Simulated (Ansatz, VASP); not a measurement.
# BN in VASP and in Ansatz

File INCAR:

```
SYSTEM = BN
PREC = Accurate ; ENCUT = 520
EDIFF = 1E-6 ; ISMEAR = -1
SIGMA = 0.02 ; LREAL = .False.
LASPH = .True. ; NELM = 100
ALGO = Normal ; ISIF = 2
LWAVE = .False. ; LCHARG = .False.
GGA = PE ; NBANDS = 11
```

Contents of KPOINTS:

```
regular mesh
0
Gamma
  12 12 12
  0 0 0
```

File POSCAR:

```
BN
1.0
    0.0000000000      1.8048254497      1.8048254497
    1.8770184676      0.0000000000      1.8048254497
    1.8770184676      1.8048254497      0.0000000000
B N
1 1
Direct
    0.0000000000      0.0000000000      0.0000000000
    0.2500000000      0.2500000000      0.2500000000
```

Input for Ansatz:

```yaml
crystal:
  lattice:
    - [0.0, 1.8048254497, 1.8048254497]
    - [1.8770184676, 0.0, 1.8048254497]
    - [1.8770184676, 1.8048254497, 0.0]
  atoms:
    - { symbol: B, position: [0.0, 0.0, 0.0] }
    - { symbol: "N", position: [0.25, 0.25, 0.25] }
kpoints:
  mp_grid: { grid: [12, 12, 12] }
  band_path:
    path:
      - [0.0, 0.0, 0.0]
      - [-0.5, -0.5, 0.0]
      - [-0.375, -0.375, 0.25]
      - [-0.375, 0.0, 0.375]
      - [0.0, 0.0, 0.5]
      - [-0.5, -0.25, 0.25]
      - [0.5, 0.0, 0.5]
    npoints: 1
hamiltonian:
  xc: pbe
scf:
  occupations: { method: fermi_dirac, width: 0.02 }
  n_extra_bands: 4
output:
  forces: true
  stress: true
  eigenvalues: true
```

Change from the starting cell: uniaxial_x strain +4.0%.

Alike in both runs: task single point; functional PBE; k mesh 12 × 12 × 12; occupations fermi-dirac, width 0.02 eV; no spin polarisation.

|  | VASP | Ansatz |
| --- | --- | --- |
| version | VASP 6.6.1 | Ansatz 0.2.0 |
| potentials or method | VASP PAW PBE potentials, release 64 (B, N) | plane waves, PAW |
| plane-wave cutoff (eV) | 520 | 420 |
| valence electrons in the cell | 8 | 8 |

|  | VASP | Ansatz | Ansatz less VASP |
| --- | --- | --- | --- |
| gap on the k mesh at the Fermi level (eV) | 4.08 | 4.09 | +0.011 |
| pressure (GPa) | -9.3 | -9.5 | -0.16 |
| traceless stress, the component that is largest in VASP (GPa) | -16.41 | -16.39 | +0.018 |

With one functional, cell and mesh, what is left measures potentials, basis and numerics.
